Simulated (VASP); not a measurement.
Crystal: Bi.

```
CELL_PARAMETERS angstrom
-1.98143 1.98143 1.98143
1.98143 -1.98143 1.98143
1.98143 1.98143 -1.98143
ATOMIC_POSITIONS crystal
Bi 0.00000 0.00000 0.00000
```

```yaml
Program: VASP 6.6.1
Task: relaxation of cell and atoms
Functional: PBEsol
Potentials_or_basis: VASP PAW PBE potentials, release 64 (Bi_d)
Cutoff: 600 eV
k_mesh: 9 × 9 × 9
Occupations: fermi-dirac, width 0.05 eV
Spin: no spin polarisation
```

At the start: pressure -2.0 GPa; volume 31.12 Å³/atom.

**Question.** Where does the relaxation end?

**Answer.** Over 3 steps the energy falls by 6.9 meV/atom and the volume is 30.04 Å³/atom (-3.5 %); space group Im-3m (No. 229, to 0.05 Å).

Step by step:
```csv
step,energy change (eV),largest force (eV/Å),pressure (GPa),volume (Å³)
1,0.0000,0.0000,-1.96,31.12
2,-0.0045,0.0000,1.26,29.43
3,-0.0069,0.0000,0.02,30.04
```

Final structure:
```
Bi
1.0
    -1.95826    1.95826    1.95826
     1.95826   -1.95826    1.95826
     1.95826    1.95826   -1.95826
Bi
1
Direct
  0.00000 0.00000 0.00000
```

Caveat: the PAW data sets were made with another functional, which shifts forces and pressure a little.
